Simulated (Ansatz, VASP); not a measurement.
SiO2: VASP beside Ansatz

```
Si O
1.0
     4.03193    0.00000    0.00000
     0.00000    4.03193    0.00000
     0.00000    0.00000    3.09773
Si O
2 4
Direct
  0.50000 0.50000 0.50000
  0.00000 0.00000 0.00000
  0.69443 0.69443 0.00000
  0.19443 0.80557 0.50000
  0.30557 0.30557 0.00000
  0.80557 0.19443 0.50000
```

Alike in both runs: task single point; functional LDA; k mesh 6 × 6 × 10; occupations gaussian, width 0.05 eV; no spin polarisation.

|  | VASP | Ansatz |
| --- | --- | --- |
| version | VASP 6.6.1 | Ansatz 0.2.0 |
| potentials or method | VASP PAW LDA potentials, release 64 (Si, O), cutoff 520 eV | scalar-relativistic, plane waves, PAW |
| valence electrons in the cell | 32 | 32 |

```csv
,VASP,Ansatz,Ansatz less VASP
gap on the k mesh at the Fermi level (eV),3.64,3.64,+0.003
least direct gap on the mesh (eV),3.64,3.64,+0.003
pressure (GPa),-24.7,-25.5,-0.87
"traceless stress, the component that is largest in VASP (GPa)",-39.39,-39.17,+0.220
rms of the force components (eV/Å),0.388,0.406,+0.0184
```

Ansatz warns that its potentials were made for another functional, while VASP's fit it. LDA's correlation is that of Perdew and Zunger in VASP and of Perdew and Wang (1992) in Ansatz. Atom by atom the forces differ by 0.018 eV/Å (rms over components).
